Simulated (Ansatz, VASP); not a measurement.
**Rh: VASP beside Ansatz**

File INCAR:

```
SYSTEM = Rh
PREC     = Accurate       ! precision mode
ENCUT    = 600            ! plane-wave cutoff, eV
EDIFF    = 1E-6           ! SCF threshold, eV
ISMEAR   = 0              ! smearing method
SIGMA    = 0.1            ! smearing width, eV
LREAL    = .False.        ! projectors in reciprocal space
LASPH    = .True.         ! aspherical terms in the spheres
NELM     = 80             ! most SCF steps
ALGO     = Fast           ! electronic algorithm
ISIF     = 3              ! what is computed and relaxed
LWAVE    = .False.        ! write WAVECAR
LCHARG   = .False.        ! write CHGCAR
GGA      = PE             ! functional
IBRION   = 2              ! ionic algorithm
NSW      = 100            ! ionic steps
EDIFFG   = -0.01          ! ionic threshold
```

The input KPOINTS:

```
regular mesh
0
Gamma
  24 24 22
  0 0 0
```

Contents of POSCAR:

```
Rh
1.0
    2.6296524362      0.0000000000      0.0000000000
   -1.3148262181      2.2773458129      0.0000000000
    0.0000000000      0.0000000000      2.5674516724
Rh
1
Direct
    0.0000000000      0.0000000000      0.0000000000
```

Input for Ansatz:

```yaml
crystal:
  lattice:
    - [2.6296524362, 0.0, 0.0]
    - [-1.3148262181, 2.2773458129, 0.0]
    - [0.0, 0.0, 2.5674516724]
  atoms:
    - { symbol: Rh, position: [0.0, 0.0, 0.0] }
basis:
  ecutwfc: 420
kpoints:
  mp_grid: { grid: [24, 24, 22] }
hamiltonian:
  xc: pbe
scf:
  occupations: { method: gaussian, width: 0.1 }
output:
  forces: true
  stress: true
  eigenvalues: true
  write_density: true
  write_potential: true
  elf: true
  volumetric_format: npy
relax:
  adjacent_minimum: "off"
  f_tol: 0.01
  max_steps: 80
  cell: { stress_tol: 0.05 }
```

Alike in both runs: task relaxation of cell and atoms; functional PBE; k mesh 24 × 24 × 22; occupations gaussian, width 0.1 eV; no spin polarisation.

|  | VASP | Ansatz |
| --- | --- | --- |
| version | VASP 6.6.1 | Ansatz 0.2.0 |
| potentials or method | VASP PAW PBE potentials, release 64 (Rh_pv), cutoff 600 eV | scalar-relativistic, plane waves, PAW |
| valence electrons in the cell | 15 | 17 |

```csv
,VASP,Ansatz,Ansatz less VASP
"gap on the k mesh at the Fermi level, each at its own relaxed structure (eV)",none,none,-
relaxed volume (Å³/atom),15.32,15.32,+0.002
relaxed cell length with the largest relative difference (Å),2.542,2.543,+0.0005
```

A gap of «none» marks a metal or a gap that the smearing closes. VASP's potentials hold 15 valence electrons a cell and Ansatz's 17, so a difference there can come from the potentials and not from the codes.
